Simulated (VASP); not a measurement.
Mg: single point with PBE

The system is Mg.

```
CELL_PARAMETERS angstrom
-1.74700 1.74700 1.83191
1.74700 -1.74700 1.83191
1.74700 1.74700 -1.83191
ATOMIC_POSITIONS crystal
Mg 0.00000 0.00000 0.00000
```

This cell differs from its parent crystal: volume 22.364 Å^3 an atom, c/a of the conventional cell 1.0486.

```
Program                : VASP 6.6.1
Task                   : single point
Functional             : PBE
Potentials or basis    : VASP PAW PBE potentials, release 64 (Mg)
Cutoff                 : 520 eV
k mesh                 : 20 × 20 × 20
Occupations            : gaussian, width 0.15 eV
Spin                   : no spin polarisation
Dipole correction      : no
Further INCAR settings : ALGO = Normal; EDIFF = 1e-07; NBANDS = 7
```

```json
{
  "Pressure": "0.8 GPa",
  "Band gap on the k mesh": "zero (band 1 reaches 6.00 eV, above the bottom of band 2 at 1.78 eV)"
}
```

Levels at points of the mesh, in eV from the Fermi level:
```tsv
k point	band 1	band 2	band 3	band 4
(0.00, 0.00, 0.00)	-7.08	12.88	12.88	13.82
(0.50, 0.00, 0.00)	-1.61	-1.04	8.99	9.79
(0.50, 0.50, 0.00)	-1.40	-0.70	8.17	9.00
(0.50, 0.50, 0.50)	3.19	3.69	4.23	4.29
```

Wall time 24 s on 1 thread of Intel(R) Xeon(R) 6975P-C (Granite Rapids) (shared host), peak memory 0.22 GiB.
